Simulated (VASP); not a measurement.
A run of VASP 6.6.1 is set up as follows.

File INCAR:

```
ALGO = Normal
EDIFF = 1E-7
ENCUT = 520
GGA = PE
ISIF = 2
ISMEAR = 0
LASPH = True
LCHARG = True
LELF = True
LREAL = False
LVHAR = True
LWAVE = False
NBANDS = 27
NELM = 80
PREC = Accurate
SIGMA = 0.05
```

File KPOINTS:

```
k-points
0
Gamma
  8 8 8
```

File POSCAR:

```
KTaO3
1.0
    4.0384657601     -0.4321605426     -0.4321605426
   -0.4321605426      4.0384657601     -0.4321605426
   -0.4321605426     -0.4321605426      4.0384657601
K Ta O
1 1 3
Direct
    0.5000000000      0.5000000000      0.5000000000
    0.0000000000      0.0000000000      0.0000000000
    0.5000000000      0.0000000000      0.0000000000
    0.0000000000      0.5000000000      0.0000000000
    0.0000000000      0.0000000000      0.5000000000
```

Potentials or basis: VASP PAW PBE potentials, release 64 (K_sv, Ta_pv, O).

Launch:

```sh
$ cat potpaw_PBE.64/K_sv/POTCAR potpaw_PBE.64/Ta_pv/POTCAR potpaw_PBE.64/O/POTCAR > POTCAR
$ mpirun -np 1 vasp_std > vasp.out
```

Estimate the band gap on the k mesh.

0.20 eV, indirect (least direct gap 0.43 eV).

What does it give for the pressure?

4.9 GPa.

Stress tensor (GPa, compression positive):
```
 4.88 22.48 22.48
22.48  4.88 22.48
22.48 22.48  4.88
```

Caveat: spin-orbit coupling is left out, which moves the levels of the heavy elements. A k mesh can miss the band edges.
